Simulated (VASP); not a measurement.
# SiC (R3m) in VASP: notebook, part 2 of 2

VASP 6.6.1.

## 3. Single point, PBE

This run uses another cell than the first one, of 10.00 Å³/atom, 1.026 times its volume.

INCAR reads:

```
PREC = Accurate
ENCUT = 520
EDIFF = 1E-7
ISMEAR = 0
SIGMA = 0.05
LREAL = False
LASPH = True
NELM = 80
ALGO = Normal
ISIF = 2
LWAVE = False
LCHARG = False
GGA = PE
NBANDS = 11
```

KPOINTS reads:

```
regular mesh
0
Gamma
  12 12 12
```

POSCAR reads:

```
SiC
1.0
    0.0000000000      2.1427105134      2.1427105134
    2.1427105134      0.0000000000      2.1427105134
    2.1658517869      2.1658517869     -0.0231412735
Si C
1 1
Direct
    0.0000000000      0.0000000000      0.0000000000
    0.7500000000      0.7500000000      0.7500000000
```

Potentials or basis: VASP PAW PBE potentials, release 64 (Si, C).

Command:

```console
$ cat potpaw_PBE.64/Si/POTCAR potpaw_PBE.64/C/POTCAR > POTCAR
$ mpirun -np 1 vasp_std > vasp.out
```

OUTCAR:

```text
PREC = Accurate
   ENCUT = 520
   EDIFF = 1E-7
   ISMEAR = 0
   LREAL = False
   LASPH = True
   NELM = 80
   ISIF = 2
   GGA = PE

 ion  position               nearest neighbor table
   1  0.000  0.000  0.000-   2 1.86   2 1.86   2 1.86   2 1.89
   2  0.750  0.750  0.750-   1 1.86   1 1.86   1 1.86   1 1.89

  LATTYP: Found a trigonal (rhomboedric) cell.
 ALAT       =     3.0630643879
 COS(alpha) =     0.5106554578

  Lattice vectors:

 A1 = (   2.1658517869,   0.0231412735,  -2.1658517869)
 A2 = (   0.0231412735,   2.1658517869,  -2.1658517869)
 A3 = (   2.1658517869,   2.1658517869,  -0.0231412735)

Analysis of symmetry for initial positions (statically):
=====================================================================
 Subroutine PRICEL returns:
 Original cell was already a primitive cell.

 Routine SETGRP: Setting up the symmetry group for a
 trigonal (rhombohedral) supercell.

 Subroutine GETGRP returns: Found  6 space group operations
 (whereof  6 operations were pure point group operations)
 out of a pool of 12 trial point group operations.

The static configuration has the point symmetry C_3v.

Analysis of symmetry for dynamics (positions and initial velocities):
=====================================================================
 Subroutine PRICEL returns:
 Original cell was already a primitive cell.

 Routine SETGRP: Setting up the symmetry group for a
 trigonal (rhombohedral) supercell.

 Subroutine GETGRP returns: Found  6 space group operations
 (whereof  6 operations were pure point group operations)
 out of a pool of 12 trial point group operations.

The dynamic configuration has the point symmetry C_3v.

 Subroutine INISYM returns: Found  6 space group operations
 (whereof  6 operations are pure point group operations),
 and found     1 'primitive' translations

----------------------------------------------------------------------------------------

                                     Primitive cell

[... 113 lines left out ...]
  Thomas-Fermi vector in A             =   2.342015
   LORBIT       =      0    0 simple, 1 ext, 2 COOP (PROOUT), +10 PAW based schemes
   GGA     = PE    functional components
   LHFCALC =     F    Hartree Fock is set to
   AEXX    =    0.0000 exact exchange contribution
   IVDW    =     0    specifies the selected vdW correction
   LEPSILON=     F    determine dielectric tensor
   LRPA    =     F    only Hartree local field effects (RPA)
 non-spin polarized calculation
 Gauss-broadening in eV      SIGMA  =   0.05
  energy-cutoff  :      520.00
  volume of cell :       19.99
 maximum number of plane-waves:       556
   NGX = 11   NGY = 11   NGZ = 11

 number of electron       8.0000000 magnetization

 Free energy of the ion-electron system (eV)
  ---------------------------------------------------
  ext. energy  EPLUGINS =         0.00000000
  ---------------------------------------------------
  free energy    TOTEN  =       -15.01978376 eV

  energy without entropy =      -15.01978376  energy(sigma->0) =      -15.01978376

 E-fermi :   8.7548     XC(G=0): -11.5067

 val. band max:        8.5305183158   @ k =   0.0000   0.0000   0.0000
 cond. band min:       9.8163193152   @ k =   0.5000   0.5000   0.0000
 fundamental gap:      1.2858009994
 Fermi energy:         8.7548241723

 k-point     1 :       0.0000    0.0000    0.0000
  band No.  band energies     occupation
      1      -7.1794      2.00000
      2       8.4267      2.00000
      3       8.5305      2.00000
      4       8.5305      2.00000
      5      15.0133      0.00000
      6      15.9173      0.00000
      7      16.1756      0.00000
      8      16.1756      0.00000
      9      23.2089      0.00000
     10      23.2089      0.00000
     11      25.5085      0.00000
[... 309 lines left out ...]
 k-point    24 :      -0.4167    0.1667   -0.0000
  band No.  band energies     occupation
      1      -3.1089      2.00000
      2       0.3284      2.00000
      3       5.3584      2.00000
      4       6.9183      2.00000
      5      13.6783      0.00000
      6      16.4236      0.00000
      7      17.1526      0.00000
      8      20.0447      0.00000
      9      23.5990      0.00000
     10      24.1530      0.00000
     11      27.1066      0.00000

 [... further k-points ...]
[... 5 lines left out ...]
  --------------------------------------------------------------------------------------
  -------------------------------------------------------------------------------------
  Total        1.4394477      1.4394477      1.4394477     -0.3976608      0.3976608      0.3976608
  in kB      115.3471291    115.3471291    115.3471291    -31.8657177     31.8657177     31.8657177
  external PRESSURE =     115.3471291 kB  Pullay stress =       0.0000000 kB

 VOLUME and BASIS-vectors are now :
 -----------------------------------------------------------------------------
  energy-cutoff  :      520.00
  volume of cell :       19.99
      direct lattice vectors                 reciprocal lattice vectors
     0.000000000  2.142710513  2.142710513    -0.232109302  0.234589299  0.232109302
     2.142710513  0.000000000  2.142710513     0.234589299 -0.232109302  0.232109302
     2.165851787  2.165851787 -0.023141274     0.229629306  0.229629306 -0.229629306

 POSITION                                       TOTAL-FORCE (eV/Angst)
 -----------------------------------------------------------------------------------
      0.00000      0.00000      0.00000         0.102014      0.102014     -0.102014
      3.23142      3.23142      3.19671        -0.102014     -0.102014      0.102014
 -----------------------------------------------------------------------------------
    total drift:                                0.000017      0.000017     -0.000017

  FREE ENERGIE OF THE ION-ELECTRON SYSTEM (eV)
  ---------------------------------------------------
  free  energy   TOTEN  =       -15.0197837646 eV

  energy  without entropy=      -15.0197837646  energy(sigma->0) =      -15.01978376
```

stdout:

```text
POSCAR found type information on POSCAR SiC
 POSCAR found :  2 types and       2 ions
 scaLAPACK will be used
 LDA part: xc-table for (Slater+PW92), standard interpolation
 POSCAR, INCAR and KPOINTS ok, starting setup
 FFT: planning ... GRIDC
 FFT: planning ... GRID_SOFT
 FFT: planning ... GRID
 WAVECAR not read
 entering main loop
```

It took 47 s on 1 thread of AMD EPYC 7R43 (Zen 3), shared host; peak memory 0.13 GiB.

What came out:

| Quantity | Value |
| --- | --- |
| Free energy | -15.0198 eV |
| Pressure | 11.5 GPa |
| Largest force | 0.177 eV/Å |
| Band gap on the k mesh | 1.29 eV, indirect (least direct gap 4.48 eV) |

Forces on the atoms (eV/Å):
```
Si   0.102  0.102 -0.102
C   -0.102 -0.102  0.102
```

A k mesh can miss the band edges. A hybrid or GW would open this gap; PBE tends to underestimate it.

## 4. Single point, PBE

This run uses another cell than the first one, of 10.00 Å³/atom, 1.026 times its volume.

INCAR, as its differences from that of step 3:

```diff
@@ -2,3 +2,3 @@
 ENCUT = 520
-EDIFF = 1E-7
+EDIFF = 1E-6
 ISMEAR = 0
@@ -7,3 +7,3 @@
 LASPH = True
-NELM = 80
+NELM = 60
 ALGO = Normal
```

KPOINTS is that of step 3.

POSCAR reads:

```
SiC
1.0
    0.0000000000      2.1657591277      2.1657591277
    2.1657591277      0.0000000000      2.1657591277
    2.1428020810      2.1428020810      0.0229570468
Si C
1 1
Direct
    0.0000000000      0.0000000000      0.0000000000
    0.7500000000      0.7500000000      0.7500000000
```

Command:

```console
$ cat potpaw_PBE.64/Si/POTCAR potpaw_PBE.64/C/POTCAR > POTCAR
$ mpirun -np 1 vasp_std > vasp.out
```

Run time: 44 s. Hardware: 1 thread of AMD EPYC 7R43 (Zen 3), shared host; peak memory 0.13 GiB.

The run converged. Its results:

| Property | Result |
| --- | --- |
| Free energy | -15.0197 eV |
| Pressure | 11.5 GPa |
| Largest force | 0.204 eV/Å |
| Band gap on the k mesh | 1.26 eV, indirect (least direct gap 4.48 eV) |

Forces on the atoms (eV/Å):
```
Si  -0.118 -0.118  0.118
C    0.118  0.118 -0.118
```

Stress tensor (GPa, compression positive):
```
11.54  3.26 -3.26
 3.26 11.54 -3.26
-3.26 -3.26 11.54
```

Levels at points of the mesh, in eV from the valence-band top:
| k point | band 2 | band 3 | band 4 | band 5 | band 6 | band 7 |
| --- | --- | --- | --- | --- | --- | --- |
| (0.00, 0.00, 0.00) | -0.10 | -0.10 | 0.00 | 6.50 | 7.36 | 7.36 |
| (0.50, 0.00, 0.00) | -8.80 | -1.10 | -1.08 | 5.76 | 7.23 | 7.48 |
| (0.50, 0.50, 0.00) | -7.97 | -3.40 | -3.23 | 1.26 | 4.39 | 14.32 |
| (0.00, 0.00, 0.50) | -8.76 | -1.22 | -1.22 | 5.45 | 7.17 | 7.17 |

A k mesh can miss the band edges. PBE gaps usually lie below the measured ones, often by a third to a half.

## 5. The runs side by side

```csv
cell,gap on the mesh (eV),pressure (GPa),largest force (eV/Å)
"a = 3.053, b = 3.053, c = 2.989 Å, angles 59.3, 59.3, 60.0°, 2 atoms",1.15,18.7,0.50
"a = 3.030, b = 3.030, c = 3.063 Å, angles 60.4, 60.4, 60.0°, 2 atoms",1.29,11.5,0.18
"a = 3.063, b = 3.063, c = 3.030 Å, angles 59.6, 59.6, 60.0°, 2 atoms",1.26,11.5,0.20
```

Alike in all rows: task single point; level PBE; potentials or basis VASP PAW PBE potentials, release 64 (Si, C); no spin polarisation; k mesh 12 × 12 × 12; cutoff (eV) 520; smearing gaussian 0.05 eV.

Absolute energies hang on the potentials; compare differences alone.
